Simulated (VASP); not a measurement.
# Cu (Fm-3m) in VASP: notebook, part 2 of 2

VASP 6.6.1. The steps go on from the part before.

## 4. Single point, PBE (volume scaled by 1.03)

Contents of INCAR:

```
  PREC = Accurate
  ENCUT = 520
  EDIFF = 1E-6
  ISMEAR = -1
  SIGMA = 0.08
  LREAL = False
  LASPH = True
  NELM = 60
  ALGO = Normal
  ISIF = 2
  LWAVE = False
  LCHARG = False
  GGA = PE
  NBANDS = 12
```

Contents of KPOINTS:

```
regular mesh
0
Gamma
  19 19 19
```

Contents of POSCAR:

```
Cu
1.0
    0.0000000000      1.8253972036      1.8253972036
    1.8253972036      0.0000000000      1.8253972036
    1.8253972036      1.8253972036      0.0000000000
Cu
1
Direct
    0.0000000000      0.0000000000      0.0000000000
```

Potentials or basis: VASP PAW PBE potentials, release 64 (Cu).

The run is started by

```sh
$ cat potpaw_PBE.64/Cu/POTCAR > POTCAR
$ mpirun -np 1 vasp_std > vasp.out
```

OUTCAR:

```text
PREC = Accurate
   ENCUT = 520
   EDIFF = 1E-6
   ISMEAR = -1
   LREAL = False
   LASPH = True
   NELM = 60
   ISIF = 2
   GGA = PE

 ion  position               nearest neighbor table
   1  0.000  0.000  0.000-

  LATTYP: Found a face centered cubic cell.
 ALAT       =     3.6507944072

  Lattice vectors:

 A1 = (   0.0000000000,   1.8253972036,   1.8253972036)
 A2 = (   1.8253972036,   0.0000000000,   1.8253972036)
 A3 = (   1.8253972036,   1.8253972036,   0.0000000000)

Analysis of symmetry for initial positions (statically):
=====================================================================
 Subroutine PRICEL returns:
 Original cell was already a primitive cell.

 Routine SETGRP: Setting up the symmetry group for a
 face centered cubic supercell.

 Subroutine GETGRP returns: Found 48 space group operations
 (whereof 48 operations were pure point group operations)
 out of a pool of 48 trial point group operations.

The static configuration has the point symmetry O_h .

Analysis of symmetry for dynamics (positions and initial velocities):
=====================================================================
 Subroutine PRICEL returns:
 Original cell was already a primitive cell.

 Routine SETGRP: Setting up the symmetry group for a
 face centered cubic supercell.

 Subroutine GETGRP returns: Found 48 space group operations
 (whereof 48 operations were pure point group operations)
 out of a pool of 48 trial point group operations.

The dynamic configuration has the point symmetry O_h .

 Subroutine INISYM returns: Found 48 space group operations
 (whereof 48 operations are pure point group operations),
 and found     1 'primitive' translations

----------------------------------------------------------------------------------------

                                     Primitive cell

  volume of cell :      12.1647

  direct lattice vectors                    reciprocal lattice vectors
     0.000000000  1.825397204  1.825397204    -0.273912987  0.273912987  0.273912987
     1.825397204  0.000000000  1.825397204     0.273912987 -0.273912987  0.273912987
     1.825397204  1.825397204  0.000000000     0.273912987  0.273912987 -0.273912987

  length of vectors
     2.581501482  2.581501482  2.581501482     0.474431210  0.474431210  0.474431210

  position of ions in fractional coordinates (direct lattice)
     0.000000000  0.000000000  0.000000000

  ion indices of the primitive-cell ions
   primitive index   ion index
                 1           1

----------------------------------------------------------------------------------------

 KPOINTS: regular mesh

Automatic generation of k-mesh.
 Grid dimensions read from file:
 generate k-points for:   19   19   19

 Generating k-lattice:

  Cartesian coordinates                     Fractional coordinates (reciprocal lattice)
    -0.014416473  0.014416473  0.014416473     0.052631579  0.000000000  0.000000000
     0.014416473 -0.014416473  0.014416473     0.000000000  0.052631579  0.000000000
     0.014416473  0.014416473 -0.014416473     0.000000000  0.000000000  0.052631579

  Length of vectors
     0.024970064  0.024970064  0.024970064

  Shift w.r.t. Gamma in fractional coordinates (k-lattice)
     0.000000000  0.000000000  0.000000000

 Subroutine IBZKPT returns following result:
 ===========================================

 Found    220 irreducible k-points:

 Following reciprocal coordinates:
            Coordinates               Weight
  0.000000  0.000000  0.000000      1.000000
  0.052632  0.000000  0.000000      8.000000
  0.105263  0.000000  0.000000      8.000000
  0.157895  0.000000  0.000000      8.000000
  0.210526  0.000000  0.000000      8.000000
  0.263158  0.000000  0.000000      8.000000
[... 16 lines left out ...]
 -0.315789  0.052632  0.000000     24.000000
 -0.263158  0.052632  0.000000     24.000000
 [... further k-points ...]
   k-points           NKPTS =    220   k-points in BZ     NKDIM =    220   number of bands    NBANDS=     12
   number of dos      NEDOS =    301   number of ions     NIONS =      1
   total plane-waves  NPLWV =   8000
   dimension x,y,z NGX =    20 NGY =   20 NGZ =   20
   dimension x,y,z NGXF=    40 NGYF=   40 NGZF=   40
   ions per type =               1
   NGX,Y,Z   is equivalent  to a cutoff of  12.88, 12.88, 12.88 a.u.
   NGXF,Y,Z  is equivalent  to a cutoff of  25.76, 25.76, 25.76 a.u.
 SYSTEM =  unknown system
   PREC   = accura    normal or accurate (medium, high low for compatibility)
   ISTART =      0    job   : 0-new  1-cont  2-samecut
   ICHARG =      2    charge: 1-file 2-atom 10-const
   ISPIN  =      1    spin polarized calculation?
   LNONCOLLINEAR =      F non collinear calculations
   LSORBIT =      F    spin-orbit coupling
   LASPH  =      T    aspherical Exc in radial PAW
   ENCUT  =  520.0 eV  38.22 Ry    6.18 a.u.   4.80  4.80  4.80*2*pi/ulx,y,z
   NELM   =     60;   NELMIN=  2; NELMDL= -5     # of ELM steps
   EDIFF  = 0.1E-05   stopping-criterion for ELM
   LREAL  =      F    real-space projection
   EDIFFG = 0.1E-04   stopping-criterion for IOM
   NSW    =      0    number of steps for IOM
   IBRION =     -1    ionic relax: 0-MD 1-quasi-New 2-CG
   NFREE  =      0    steps in history (QN), initial steepest desc. (CG)
   ISIF   =      2    stress and relaxation
   ISYM   =      2    0-nonsym 1-usesym 2-fastsym
   POTIM  = 0.5000    time-step for ionic-motion
   TEBEG  =    0.0;   TEEND  =   0.0 temperature during run
   PSTRESS=    0.0 pullay stress
   NELECT =      11.0000    total number of electrons
   NUPDOWN=      -1.0000    fix difference up-down
   EMIN   =  10.00;   EMAX   =-10.00  energy-range for DOS
   EFERMI =   0.00;   METHOD = LEGACY
   ISMEAR =    -1;   SIGMA  =   0.08  broadening in eV -4-tet -1-fermi 0-gaus
   EFERMI_NEDOS =   21; number of points for ismear=-14 and -15
   IALGO  =     38    algorithm
   IMIX   =      4    mixing-type and parameters
     AMIX     =   0.40;   BMIX     =  1.00
     AMIX_MAG =   1.60;   BMIX_MAG =  1.00
  volume/ion in A,a.u.               =      12.16        82.09
  Fermi-wavevector in a.u.,A,eV,Ry     =   1.583088  2.991602 34.098474  2.506167
  Thomas-Fermi vector in A             =   2.682912
   LORBIT       =      0    0 simple, 1 ext, 2 COOP (PROOUT), +10 PAW based schemes
   GGA     = PE    functional components
   LHFCALC =     F    Hartree Fock is set to
   AEXX    =    0.0000 exact exchange contribution
   IVDW    =     0    specifies the selected vdW correction
   LEPSILON=     F    determine dielectric tensor
   LRPA    =     F    only Hartree local field effects (RPA)
 non-spin polarized calculation
  energy-cutoff  :      520.00
  volume of cell :       12.16
 maximum number of plane-waves:       335
   NGX =  9   NGY =  9   NGZ =  9

 number of electron      10.9999992 magnetization

 Free energy of the ion-electron system (eV)
  ---------------------------------------------------
  ext. energy  EPLUGINS =         0.00000000
  ---------------------------------------------------
  free energy    TOTEN  =        -3.72886537 eV

  energy without entropy =       -3.72127766  energy(sigma->0) =       -3.72507152

 E-fermi :   7.2625     XC(G=0): -12.5559

 val. band max:        7.2459132473   @ k =  -0.3684   0.1579   0.0000
 cond. band min:       7.2649214478   @ k =   0.4211   0.4211   0.0000
 fundamental gap:      0.0190082005
 Fermi energy:         7.2624689704

 k-point     1 :       0.0000    0.0000    0.0000
  band No.  band energies     occupation
      1      -1.9040      2.00000
      2       4.2808      2.00000
      3       4.2808      2.00000
      4       4.2808      2.00000
      5       5.0654      2.00000
      6       5.0654      2.00000
      7      29.5816      0.00000
      8      31.9971      0.00000
      9      31.9971      0.00000
     10      31.9971      0.00000
     11      34.4680      0.00000
     12      34.4680      0.00000

 k-point     2 :       0.0526    0.0000    0.0000
  band No.  band energies     occupation
      1      -1.8051      2.00000
      2       4.2604      2.00000
      3       4.2993      2.00000
      4       4.2993      2.00000
      5       5.0581      2.00000
      6       5.0581      2.00000
      7      28.9797      0.00000
      8      30.7601      0.00000
      9      31.6656      0.00000
     10      31.6656      0.00000
     11      34.9434      0.00000
     12      34.9434      0.00000
[... 316 lines left out ...]
 k-point    24 :      -0.2632    0.0526    0.0000
  band No.  band energies     occupation
      1       0.7198      2.00000
      2       4.0299      2.00000
      3       4.4007      2.00000
      4       4.4370      2.00000
      5       5.1194      2.00000
      6       5.3529      2.00000
      7      18.0500      0.00000
      8      26.7491      0.00000
      9      30.0417      0.00000
     10      30.9964      0.00000
     11      33.2649      0.00000
     12      34.5932      0.00000

 [... further k-points ...]
[... 5 lines left out ...]
  --------------------------------------------------------------------------------------
  -------------------------------------------------------------------------------------
  Total       -0.1374606     -0.1374606     -0.1374606      0.0000000      0.0000000      0.0000000
  in kB      -18.1045068    -18.1045068    -18.1045068      0.0000000      0.0000000      0.0000000
  external PRESSURE =     -18.1045068 kB  Pullay stress =       0.0000000 kB

 VOLUME and BASIS-vectors are now :
 -----------------------------------------------------------------------------
  energy-cutoff  :      520.00
  volume of cell :       12.16
      direct lattice vectors                 reciprocal lattice vectors
     0.000000000  1.825397204  1.825397204    -0.273912987  0.273912987  0.273912987
     1.825397204  0.000000000  1.825397204     0.273912987 -0.273912987  0.273912987
     1.825397204  1.825397204  0.000000000     0.273912987  0.273912987 -0.273912987

 POSITION                                       TOTAL-FORCE (eV/Angst)
 -----------------------------------------------------------------------------------
      0.00000      0.00000      0.00000         0.000000      0.000000      0.000000
 -----------------------------------------------------------------------------------
    total drift:                                0.000000      0.000000      0.000000

  FREE ENERGIE OF THE ION-ELECTRON SYSTEM (eV)
  ---------------------------------------------------
  free  energy   TOTEN  =        -3.7288653728 eV

  energy  without entropy=       -3.7212776627  energy(sigma->0) =       -3.72507152
```

OSZICAR:

```text
N       E                     dE             d eps       ncg     rms          rms(c)
DAV:   1     0.419575818661E+02    0.41958E+02   -0.53403E+03  5900   0.152E+03
DAV:   2    -0.339180148302E+01   -0.45349E+02   -0.41970E+02  5460   0.203E+02
DAV:   3    -0.461402923030E+01   -0.12222E+01   -0.12177E+01  6168   0.388E+01
DAV:   4    -0.462155236591E+01   -0.75231E-02   -0.75223E-02  5996   0.267E+00
DAV:   5    -0.462162614148E+01   -0.73776E-04   -0.73775E-04  6196   0.270E-01    0.764E+00
DAV:   6    -0.413221915984E+01    0.48941E+00   -0.14908E+01  6328   0.725E+01    0.410E+00
DAV:   7    -0.374059067079E+01    0.39163E+00   -0.24206E+00  6312   0.292E+01    0.561E-01
DAV:   8    -0.373052046008E+01    0.10070E-01   -0.46596E-03  6168   0.104E+00    0.308E-01
DAV:   9    -0.372886533186E+01    0.16551E-02   -0.10384E-02  6544   0.176E+00    0.308E-02
DAV:  10    -0.372886629923E+01   -0.96737E-06   -0.44254E-05  7836   0.110E-01    0.845E-03
DAV:  11    -0.372886537275E+01    0.92648E-06   -0.84072E-07  4656   0.165E-02
   1 F= -.37288654E+01 E0= -.37250715E+01  d E =-.758771E-02
```

Wall time 11 s (1 thread of Intel Xeon 6975P-C (Granite Rapids), shared host); peak memory 0.14 GiB.

What came out:

```
Free energy : -3.7289 eV
Pressure    : -1.8 GPa
```

## 5. Single point, LDA (functional lda, volume scaled by 1.04)

Contents of INCAR:

```
SYSTEM = Cu
PREC     = Accurate       ! precision mode
ENCUT    = 520            ! plane-wave cutoff, eV
EDIFF    = 1E-6           ! SCF threshold, eV
ISMEAR   = -1             ! smearing method
SIGMA    = 0.08           ! smearing width, eV
LREAL    = .False.        ! projectors in reciprocal space
LASPH    = .True.         ! aspherical terms in the spheres
NELM     = 60             ! most SCF steps
ALGO     = Normal         ! electronic algorithm
ISIF     = 2              ! what is computed and relaxed
LWAVE    = .False.        ! write WAVECAR
LCHARG   = .False.        ! write CHGCAR
GGA      = CA             ! functional
NBANDS   = 12             ! bands
```

Contents of KPOINTS:

```
regular mesh
0
Gamma
  19 19 19
  0 0 0
```

Contents of POSCAR:

```
Cu
1.0
    0.0000000000      1.8312856224      1.8312856224
    1.8312856224      0.0000000000      1.8312856224
    1.8312856224      1.8312856224      0.0000000000
Cu
1
Direct
    0.0000000000      0.0000000000      0.0000000000
```

Potentials or basis: VASP PAW LDA potentials, release 64 (Cu).

The run is started by

```sh
$ cat potpaw_LDA.64/Cu/POTCAR > POTCAR
$ mpirun -np 1 vasp_std > vasp.out
```

Wall time 11 s (1 thread of Intel Xeon 6975P-C (Granite Rapids), shared host); peak memory 0.14 GiB.

Results (log left out):

```
Free energy : -4.6344 eV
Pressure    : -16.1 GPa
```

Levels at points of the mesh, in eV from the Fermi level:
```tsv
k point	band 2	band 3	band 4	band 5	band 6	band 7	band 8	band 9	band 10	band 11
(0.00, 0.00, 0.00)	-2.99	-2.99	-2.99	-2.20	-2.20	22.35	24.50	24.50	24.50	27.02
```

## 6. Single point, PBE (volume scaled by 1.06)

Contents of INCAR:

```
SYSTEM = Cu
  ALGO = Normal
  EDIFF = 1E-6
  ENCUT = 520
  GGA = PE
  ISIF = 2
  ISMEAR = -1
  LASPH = .TRUE.
  LCHARG = .TRUE.
  LELF = .TRUE.
  LREAL = .FALSE.
  LVHAR = .TRUE.
  LWAVE = .FALSE.
  NBANDS = 12
  NELM = 100
  PREC = Accurate
  SIGMA = 0.08
```

Contents of KPOINTS:

```
k-points
0
G
  19 19 19
  0 0 0
```

Contents of POSCAR:

```
Cu
1.0
    0.0000000000      1.8429501765      1.8429501765
    1.8429501765      0.0000000000      1.8429501765
    1.8429501765      1.8429501765      0.0000000000
Cu
1
Direct
    0.0000000000      0.0000000000      0.0000000000
```

Potentials or basis: VASP PAW PBE potentials, release 64 (Cu).

The run is started by

```sh
$ cat potpaw_PBE.64/Cu/POTCAR > POTCAR
$ mpirun -np 1 vasp_std > vasp.out
```

Wall time 11 s (1 thread of Intel Xeon 6975P-C (Granite Rapids), shared host); peak memory 0.14 GiB.

The run converged. Its results:

```yaml
Free_energy: -3.7211 eV
Pressure: -5.2 GPa
```

Levels at points of the mesh, in eV from the Fermi level:
| k point | band 2 | band 3 | band 4 | band 5 | band 6 | band 7 | band 8 | band 9 | band 10 | band 11 |
| --- | --- | --- | --- | --- | --- | --- | --- | --- | --- | --- |
| (0.00, 0.00, 0.00) | -2.89 | -2.89 | -2.89 | -2.14 | -2.14 | 22.09 | 24.29 | 24.29 | 24.29 | 26.75 |

## 7. The runs side by side

| level | potentials or basis | cell | gap on the mesh (eV) | pressure (GPa) |
| --- | --- | --- | --- | --- |
| PBE | VASP PAW PBE potentials, release 64 (Cu) | a = 2.530 Å, angles 60.0°, 1 atom | none | 7.2 |
| LDA | VASP PAW LDA potentials, release 64 (Cu) | a = 2.556 Å, angles 60.0°, 1 atom | none | -11.8 |
| PBE | VASP PAW PBE potentials, release 64 (Cu) | a = 2.582 Å, angles 60.0°, 1 atom | none | -1.8 |
| LDA | VASP PAW LDA potentials, release 64 (Cu) | a = 2.590 Å, angles 60.0°, 1 atom | none | -16.1 |
| PBE | VASP PAW PBE potentials, release 64 (Cu) | a = 2.606 Å, angles 60.0°, 1 atom | none | -5.2 |

Alike in all rows: task single point; no spin polarisation; k mesh 19 × 19 × 19; cutoff (eV) 520; smearing fermi-dirac 0.08 eV.

Total energies depend on the potentials used, so only differences within one code and one set of settings carry meaning.
